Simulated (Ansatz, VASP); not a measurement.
# Ru, level by level in two programs

```
CELL_PARAMETERS angstrom
2.75887 0.00000 0.00000
-1.37943 2.38925 0.00000
0.00000 0.00000 4.36588
ATOMIC_POSITIONS crystal
Ru 0.66667 0.33333 0.75000
Ru 0.33333 0.66667 0.25000
```

Single points on this cell with VASP 6.6.1 and Ansatz 0.2.0. Each row is one pair of runs. Alike in all rows: spin: off; k mesh: 11 × 11 × 6; smearing: fermi-dirac, width 0.05 eV.

| level | VASP's potentials, cutoff | Ansatz's potentials, cutoff | gap on the k mesh at the Fermi level (eV), VASP | gap on the k mesh at the Fermi level (eV), Ansatz |
| --- | --- | --- | --- | --- |
| r2SCAN | VASP PAW PBE potentials, release 64 (Ru_pv), 520 eV | Ansatz PAW, 500 eV | none | none |
| revPBE+D3(BJ) | VASP PAW PBE potentials, release 64 (Ru_pv), 520 eV | Ansatz PAW, 420 eV | none | none |
| BLYP+D4 | VASP PAW PBE potentials, release 64 (Ru_pv), 520 eV | Ansatz PAW, 420 eV | none | none |
| SVWN5 | VASP PAW PBE potentials, release 64 (Ru_pv), 520 eV | Ansatz PAW, 420 eV | none | none |
| LDA | VASP PAW LDA potentials, release 64 (Ru_pv), 520 eV | PseudoDojo standard (LDA files), 1197 eV | none | none |
| r2SCAN+rVV10 | VASP PAW PBE potentials, release 64 (Ru_pv), 520 eV | Ansatz PAW, 500 eV | none | none |

VASP's potentials hold 28 valence electrons a cell and Ansatz's 32, so a difference there can come from the potentials and not from the codes.

A gap of «none» marks a metal or a gap that the smearing closes.
